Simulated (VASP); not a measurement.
Here is a VASP 6.6.1 calculation.

Contents of INCAR:

```
ALGO = Normal
EDIFF = 1E-6
ENCUT = 600
GGA = PE
GGA_COMPAT = F
ISIF = 2
ISMEAR = 0
LASPH = T
LCHARG = F
LREAL = F
LWAVE = F
NBANDS = 20
NELM = 120
PREC = Accurate
SIGMA = 0.01
```

Contents of KPOINTS:

```
k-points
0
Gamma
  4 4 4
```

The input POSCAR:

```
SnO2
1.0
    0.0000000000      2.3868840000      2.3868840000
    2.3868840000      0.0000000000      2.3868840000
    2.3868840000      2.3868840000      0.0000000000
Sn O
1 2
Direct
    0.0000000000      0.0000000000      0.0000000000
    0.2500000000      0.2500000000      0.2500000000
    0.7500000000      0.7500000000      0.7500000000
```

Potentials or basis: VASP PAW PBE potentials, release 64 (Sn_d, O).

Launch:

```bash
$ cat potpaw_PBE.64/Sn_d/POTCAR potpaw_PBE.64/O/POTCAR > POTCAR
$ mpirun -np 1 vasp_std > vasp.out
```

Q: What does it give for the band gap on the k mesh?

A: 2.24 eV (least direct gap 4.07 eV).

Q: What does it give for the pressure?

A: 72.5 GPa.

Caveat: the k points lie up to 0.57 Å⁻¹ apart; spin-orbit coupling is left out, which moves the levels of the heavy elements. A k mesh can miss the band edges.
